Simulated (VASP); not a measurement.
# SiC in VASP: notebook, part 2 of 2

VASP 6.6.1. The steps go on from the part before.

**4. Single point, PBE**

INCAR

```
ALGO     = Normal         # electronic algorithm
EDIFF    = 1E-6           # SCF threshold, eV
ENCUT    = 520            # plane-wave cutoff, eV
GGA      = PE             # functional
ISIF     = 2              # what is computed and relaxed
ISMEAR   = -1             # smearing method
ISYM     = 0            
LASPH    = T              # aspherical terms in the spheres
LCHARG   = F              # write CHGCAR
LREAL    = Auto         
LWAVE    = F              # write WAVECAR
NBANDS   = 46             # bands
NELM     = 80             # most SCF steps
PREC     = Accurate       # precision mode
SIGMA    = 0.3447         # smearing width, eV
```

KPOINTS

```
Automatic mesh
0
Gamma
  1 1 1
  0.25 0.25 0.25
```

POSCAR

```
SiC
1.0
    5.8188710000      0.1233160000     -0.1634130000
    0.1233160000      5.8466490000     -0.1286390000
   -0.1634130000     -0.1286390000      5.4181290000
Si C
8 8
Direct
    0.5752992049     -0.1483882499      0.3043834602
   -0.1312929972     -0.9290279069     -0.3509636266
    0.3043552176     -0.9600100908     -0.4140359410
    0.0414360671     -0.2670799599     -0.0662866659
    0.5178975102      0.4060524166      0.1677563164
   -0.1093413979      0.4270808664      0.2041478617
    0.1797191252      0.0396009012      0.1593436889
    0.3950548493     -0.5233979905     -0.2409670010
    0.9330493894      0.2878845514      0.8715696102
   -0.1262598122      0.4682538904      0.7184779501
   -0.2540829657     -0.1518236787     -0.1523274743
    0.0950420698      0.5345948709      0.6951995531
   -0.0938547122      0.0738128486      0.2812679674
   -0.2620135675      0.5219246870      0.5072332989
    0.4146138250     -0.2108563847      0.7743471841
   -0.2116842702     -0.0756499754      0.1297980357
```

Potentials or basis: VASP PAW PBE potentials, release 64 (Si, C).

Started as:

```bash
> cat potpaw_PBE.64/Si/POTCAR potpaw_PBE.64/C/POTCAR > POTCAR
> mpirun -np 1 vasp_std > vasp.out
```

OUTCAR:

```text
EDIFF = 1E-6
   ENCUT = 520
   GGA = PE
   ISIF = 2
   ISMEAR = -1
   ISYM = 0
   LASPH = T
   LREAL = Auto
   NELM = 80
   PREC = Accurate

 ion  position               nearest neighbor table
   1  0.575  0.852  0.304-  16 1.68  13 2.38  14 2.40   3 2.45   7 2.60   5 2.71   2 2.77   6 3.07

   2  0.869  0.071  0.649-   9 1.75  11 1.92  13 2.02  10 2.34   3 2.58   4 2.69   1 2.77
   3  0.304  0.040  0.586-  15 1.89   7 2.38   1 2.45   2 2.58   8 2.74
   4  0.041  0.733  0.934-  12 1.73  11 1.86  16 2.12  10 2.13   7 2.27  15 2.43   6 2.58   8 2.69
                             2 2.69
   5  0.518  0.406  0.168-   6 2.18  14 2.27   8 2.34   1 2.71   7 2.97
   6  0.891  0.427  0.204-  14 1.96   9 1.97  13 2.12   5 2.18   4 2.58   7 2.77   1 3.07
   7  0.180  0.040  0.159-  13 1.76   4 2.27   3 2.38  16 2.40   9 2.52   1 2.60   6 2.77   5 2.97

   8  0.395  0.477  0.759-  12 1.78  15 1.83   5 2.34  14 2.51   4 2.69   3 2.74
   9  0.933  0.288  0.872-  10 1.39   2 1.75   6 1.97  12 2.06   7 2.52
  10  0.874  0.468  0.718-  12 1.38   9 1.39  14 1.39   4 2.13   2 2.34
  11  0.746  0.848  0.848-  16 1.58   4 1.86   2 1.92  15 1.99
  12  0.095  0.535  0.695-  10 1.38   4 1.73   8 1.78   9 2.06
  13  0.906  0.074  0.281-  16 1.35   7 1.76   2 2.02   6 2.12   1 2.38
[... 163 lines left out ...]
      2      -9.2617      2.00000
      3      -6.4977      2.00000
      4      -6.0505      2.00000
      5      -5.3776      2.00000
      6      -4.3505      2.00000
[... 36 lines left out ...]
     43      12.0392      0.00001
     44      12.2689      0.00001
 [bands above 44 left out]

------------------------ aborting loop because EDIFF is reached ----------------------------------------

  FORCE on cell =-STRESS in cart. coord.  units (eV):
  Direction    XX          YY          ZZ          XY          YZ          ZX
  --------------------------------------------------------------------------------------
  -------------------------------------------------------------------------------------
  Total       26.6205423     18.0220760     17.5405356      3.2645615      6.7307534      0.4530716
  in kB      231.7980129    156.9269834    152.7339769     28.4261255     58.6079448      3.9451147
  external PRESSURE =     180.4863244 kB  Pullay stress =       0.0000000 kB

 VOLUME and BASIS-vectors are now :
 -----------------------------------------------------------------------------
  energy-cutoff  :      520.00
  volume of cell :      184.00
      direct lattice vectors                 reciprocal lattice vectors
     5.818871000  0.123316000 -0.163413000     0.172072577 -0.003516961  0.005106279
     0.123316000  5.846649000 -0.128639000    -0.003516961  0.171199422  0.003958600
    -0.163413000 -0.128639000  5.418129000     0.005106279  0.003958600  0.184813551

 POSITION                                       TOTAL-FORCE (eV/Angst)
 -----------------------------------------------------------------------------------
      3.40287      5.01086      1.44563        -3.791154     -3.669272      2.256002
      4.95758      0.43858      3.36548        -0.600162     -2.492513     -1.702549
      1.68018      0.19596      3.11995         1.241982     -0.434302      1.109807
      0.17891      4.17012      4.95793        -0.065638      0.712379      2.201051
      3.03624      2.41633      0.77206        -3.086255     -0.200473      0.475779
      5.20193      2.58056      0.90562         1.718007     -0.696473      0.397382
[... 8 lines left out ...]
      2.38336      4.56536      4.02624         3.917369      1.339693      0.459084
      4.67988      5.48486      0.45553        -1.508145     -0.339177     -3.787314
 -----------------------------------------------------------------------------------
    total drift:                               -0.014854      0.014266     -0.003758

  FREE ENERGIE OF THE ION-ELECTRON SYSTEM (eV)
  ---------------------------------------------------
  free  energy   TOTEN  =       -96.2887931660 eV

  energy  without entropy=      -94.3145982419  energy(sigma->0) =      -95.30169570
```

Wall time 13 s (1 thread of Intel Xeon 6975P-C (Granite Rapids), shared host); peak memory 0.26 GiB.

What came out:

```
Free energy            : -96.2888 eV
Pressure               : 18.0 GPa
Largest force          : 5.738 eV/Å
Band gap on the k mesh : 0.32 eV
```

Forces in eV/Å, atoms in the order of the input:
```
Si  -3.791 -3.669  2.256
Si  -0.600 -2.493 -1.703
Si   1.242 -0.434  1.110
Si  -0.066  0.712  2.201
Si  -3.086 -0.200  0.476
Si   1.718 -0.696  0.397
Si   4.133  1.747 -0.466
Si   0.633 -0.782 -0.974
C   -0.504  1.060  1.054
C   -1.085  0.142 -3.002
C   -1.817  1.981  1.670
C    3.117 -1.286 -1.231
C   -0.282  2.978  3.233
C   -2.022 -0.061 -1.693
C    3.917  1.340  0.459
C   -1.508 -0.339 -3.787
```

Stress tensor (GPa, compression positive):
```
23.18  2.84  0.39
 2.84 15.69  5.86
 0.39  5.86 15.27
```

Caveat: the k points lie up to 1.16 Å⁻¹ apart.
